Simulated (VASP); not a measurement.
# Ge (R-3m) in VASP: further runs, part 2 of 2

VASP 6.6.1. The steps go on from the part before.

### Step 3. Single point, r2SCAN

This run uses another cell than the first one, of the same volume but with other edges.

POSCAR

```
Ge
1.0
    0.5114851167      2.3827721289      2.3827721289
    2.3827721289      0.5114851167      2.3827721289
    2.3827721289      2.3827721289      0.5114851167
Ge
1
Direct
    0.0000000000      0.0000000000      0.0000000000
```

INCAR.step1

```
SYSTEM = Ge
PREC = Accurate
ENCUT = 520
ISMEAR = 0
SIGMA = 0.15
LREAL = .False.
LASPH = .True.
NELM = 100
NBANDS = 13
GGA = PE
ALGO = Normal
EDIFF = 1E-4
LWAVE = .True.
LCHARG = .False.
```

INCAR.step2

```
SYSTEM = Ge
PREC = Accurate
ENCUT = 520
EDIFF = 1E-7
ISMEAR = 0
SIGMA = 0.15
LREAL = .False.
LASPH = .True.
NELM = 100
ALGO = Normal
ISIF = 2
LWAVE = .False.
LCHARG = .False.
METAGGA = R2SCAN
LMIXTAU = .True.
NBANDS = 13
ISTART = 1
```

KPOINTS

```
Automatic mesh
0
Gamma
  22 22 22
  0 0 0
```

Potentials or basis: VASP PAW PBE potentials, release 64 (Ge_d).

Run with:

```
$ cat potpaw_PBE.64/Ge_d/POTCAR > POTCAR
$ cp INCAR.step1 INCAR
$ mpirun -np 1 vasp_std > vasp.out
$ cp INCAR.step2 INCAR
$ mpirun -np 1 vasp_std > vasp.out
```

OUTCAR:

```text
SYSTEM = Ge
   PREC = Accurate
   ENCUT = 520
   EDIFF = 1E-7
   ISMEAR = 0
   LREAL = .False.
   LASPH = .True.
   NELM = 100
   ISIF = 2
   METAGGA = R2SCAN
   ISTART = 1

 ion  position               nearest neighbor table
   1  0.000  0.000  0.000-

  LATTYP: Found a trigonal (rhomboedric) cell.
 ALAT       =     3.4083460888
 COS(alpha) =     0.6985651702

  Lattice vectors:

 A1 = (   0.5114851167,   2.3827721289,   2.3827721289)
 A2 = (   2.3827721289,   0.5114851167,   2.3827721289)
 A3 = (   2.3827721289,   2.3827721289,   0.5114851167)

Analysis of symmetry for initial positions (statically):
=====================================================================
 Subroutine PRICEL returns:
 Original cell was already a primitive cell.

 Routine SETGRP: Setting up the symmetry group for a
 trigonal (rhombohedral) supercell.

 Subroutine GETGRP returns: Found 12 space group operations
 (whereof 12 operations were pure point group operations)
 out of a pool of 12 trial point group operations.

The static configuration has the point symmetry D_3d.

Analysis of symmetry for dynamics (positions and initial velocities):
=====================================================================
 Subroutine PRICEL returns:
 Original cell was already a primitive cell.

 Routine SETGRP: Setting up the symmetry group for a
 trigonal (rhombohedral) supercell.

 Subroutine GETGRP returns: Found 12 space group operations
 (whereof 12 operations were pure point group operations)
 out of a pool of 12 trial point group operations.

The dynamic configuration has the point symmetry D_3d.

 Subroutine INISYM returns: Found 12 space group operations
 (whereof 12 operations are pure point group operations),
 and found     1 'primitive' translations

----------------------------------------------------------------------------------------

                                     Primitive cell

  volume of cell :      18.4787

[... 108 lines left out ...]
  Fermi-wavevector in a.u.,A,eV,Ry     =   1.492430  2.820284 30.304914  2.227348
  Thomas-Fermi vector in A             =   2.604959
   LORBIT       =      0    0 simple, 1 ext, 2 COOP (PROOUT), +10 PAW based schemes
   METAGGA = R2SCAN    functional components
   LHFCALC =     F    Hartree Fock is set to
   AEXX    =    0.0000 exact exchange contribution
   IVDW    =     0    specifies the selected vdW correction
   LEPSILON=     F    determine dielectric tensor
   LRPA    =     F    only Hartree local field effects (RPA)
 non-spin polarized calculation
 Gauss-broadening in eV      SIGMA  =   0.15
  energy-cutoff  :      520.00
  volume of cell :       18.48
 maximum number of plane-waves:       512
 NGX is ok and might be reduce to    28

 number of electron      14.0000004 magnetization

 Free energy of the ion-electron system (eV)
  ---------------------------------------------------
  ext. energy  EPLUGINS =         0.00000000
  ---------------------------------------------------
  free energy    TOTEN  =       -13.06294599 eV

  energy without entropy =      -13.05827142  energy(sigma->0) =      -13.06060871

 E-fermi :   6.9486     XC(G=0): -12.4106

 val. band max:        6.9483214447   @ k =  -0.4091   0.3636   0.0909
 cond. band min:       6.9490410066   @ k =  -0.2727   0.2727   0.2727
 fundamental gap:      0.0007195619
 Fermi energy:         6.9485603506

 k-point     1 :       0.0000    0.0000    0.0000
  band No.  band energies     occupation
      1     -18.7864      2.00000
      2     -18.7144      2.00000
      3     -18.7144      2.00000
      4     -18.5652      2.00000
      5     -18.5652      2.00000
      6      -7.5784      2.00000
      7       8.7664      0.00000
      8      13.6149      0.00000
      9      20.6380      0.00000
     10      20.6380      0.00000
     11      25.8016      0.00000
     12      25.8016      0.00000
     13      26.0525      0.00000
[... 354 lines left out ...]
  band No.  band energies     occupation
      1     -18.8300      2.00000
      2     -18.6994      2.00000
      3     -18.6035      2.00000
      4     -18.5610      2.00000
      5     -18.4681      2.00000
      6      -0.3364      2.00000
      7       1.4787      2.00000
      8      11.3879      0.00000
      9      14.4099      0.00000
     10      15.6771      0.00000
     11      21.1510      0.00000
     12      21.9192      0.00000
     13      23.8271      0.00000

 [... further k-points ...]
[... 5 lines left out ...]
  --------------------------------------------------------------------------------------
  -------------------------------------------------------------------------------------
  Total        1.1934567      1.1934567      1.1934567     -0.8227055     -0.8227055     -0.8227055
  in kB      103.4777393    103.4777393    103.4777393    -71.3320403    -71.3320403    -71.3320403
  external PRESSURE =     103.4777393 kB  Pullay stress =       0.0000000 kB

 VOLUME and BASIS-vectors are now :
 -----------------------------------------------------------------------------
  energy-cutoff  :      520.00
  volume of cell :       18.48
      direct lattice vectors                 reciprocal lattice vectors
     0.511485117  2.382772129  2.382772129    -0.293094193  0.241297375  0.241297375
     2.382772129  0.511485117  2.382772129     0.241297375 -0.293094193  0.241297375
     2.382772129  2.382772129  0.511485117     0.241297375  0.241297375 -0.293094193

 POSITION                                       TOTAL-FORCE (eV/Angst)
 -----------------------------------------------------------------------------------
      0.00000      0.00000      0.00000        -0.000000      0.000000     -0.000000
 -----------------------------------------------------------------------------------
    total drift:                               -0.000000     -0.000000     -0.000000

  FREE ENERGIE OF THE ION-ELECTRON SYSTEM (eV)
  ---------------------------------------------------
  free  energy   TOTEN  =       -13.0629459899 eV

  energy  without entropy=      -13.0582714204  energy(sigma->0) =      -13.06060871
```

OUTCAR.step1:

```text
SYSTEM = Ge
   PREC = Accurate
   ENCUT = 520
   ISMEAR = 0
   LREAL = .False.
   LASPH = .True.
   NELM = 100
[... 602 lines left out ...]
 -----------------------------------------------------------------------------------
      0.00000      0.00000      0.00000        -0.000000      0.000000     -0.000000
 -----------------------------------------------------------------------------------
    total drift:                               -0.000000     -0.000000     -0.000000

  FREE ENERGIE OF THE ION-ELECTRON SYSTEM (eV)
  ---------------------------------------------------
  free  energy   TOTEN  =        -3.8936341457 eV

  energy  without entropy=       -3.8887002508  energy(sigma->0) =       -3.89116720
```

It took 16 min on 1 thread of Intel Xeon Platinum 8375C at 2.90GHz (Ice Lake), shared host; peak memory 0.35 GiB.

Results:

- Free energy: -13.0629 eV
- Pressure: 10.3 GPa
- Band gap on the k mesh: zero (band 7 reaches 10.69 eV, above the bottom of band 8 at 4.11 eV)

Levels at points of the mesh, in eV from the Fermi level:
| k point | band 5 | band 6 | band 7 | band 8 | band 9 | band 10 |
| --- | --- | --- | --- | --- | --- | --- |
| (0.00, 0.00, 0.00) | -25.51 | -14.53 | 1.82 | 6.67 | 13.69 | 13.69 |
| (0.50, 0.00, 0.00) | -25.41 | -6.81 | -6.09 | 4.39 | 8.13 | 8.63 |
| (0.50, 0.50, 0.00) | -25.41 | -5.65 | -5.36 | 1.02 | 5.12 | 6.56 |
| (0.50, 0.50, 0.50) | -25.51 | -12.40 | -6.58 | 12.88 | 12.88 | 18.03 |

Caveat: the PAW data sets were made with another functional, which shifts forces and pressure a little.
